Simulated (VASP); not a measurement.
A run of VASP 6.6.1 is set up as follows.

Contents of POSCAR:

```
CaO
1.0
    0.0000000000      2.7323762115      2.7323762115
    2.7323762115      0.0000000000      2.7323762115
    2.7323762115      2.7323762115      0.0000000000
Ca O
1 1
Direct
    0.0000000000      0.0000000000      0.0000000000
    0.2500000000      0.2500000000      0.2500000000
```

File INCAR.step1:

```
ALGO = Normal ; EDIFF = 1E-4
ENCUT = 520 ; GGA = PE
ISMEAR = 0 ; LASPH = True
LCHARG = False ; LREAL = False
LWAVE = True ; NBANDS = 15
NELM = 60 ; PREC = Accurate
SIGMA = 0.01
```

Contents of INCAR.step2:

```
ALGO = Normal ; EDIFF = 1E-7
ENCUT = 520 ; ISIF = 2
ISMEAR = 0 ; ISTART = 1
LASPH = True ; LCHARG = False
LMIXTAU = True ; LREAL = False
LWAVE = False ; METAGGA = R2SCAN
NBANDS = 15 ; NELM = 60
PREC = Accurate ; SIGMA = 0.01
```

File KPOINTS:

```
k-points
0
Gamma
  8 8 8
```

Potentials or basis: VASP PAW PBE potentials, release 64 (Ca_sv, O).

The run is started by

```console
$ cat potpaw_PBE.64/Ca_sv/POTCAR potpaw_PBE.64/O/POTCAR > POTCAR
$ cp INCAR.step1 INCAR
$ mpirun -np 1 vasp_std > vasp.out
$ cp INCAR.step2 INCAR
$ mpirun -np 1 vasp_std > vasp.out
```

Predict the band gap on the k mesh.

3.25 eV (least direct gap 3.65 eV).

What does it give for the pressure?

-8.2 GPa.

Caveat: the cell differs from its parent crystal (strain +4.8%); the cell stands under tension; the structure was generated, so it needn't be the stable form of CaO; the PAW data sets were made with another functional, which shifts forces and pressure a little. A k mesh can miss the band edges.
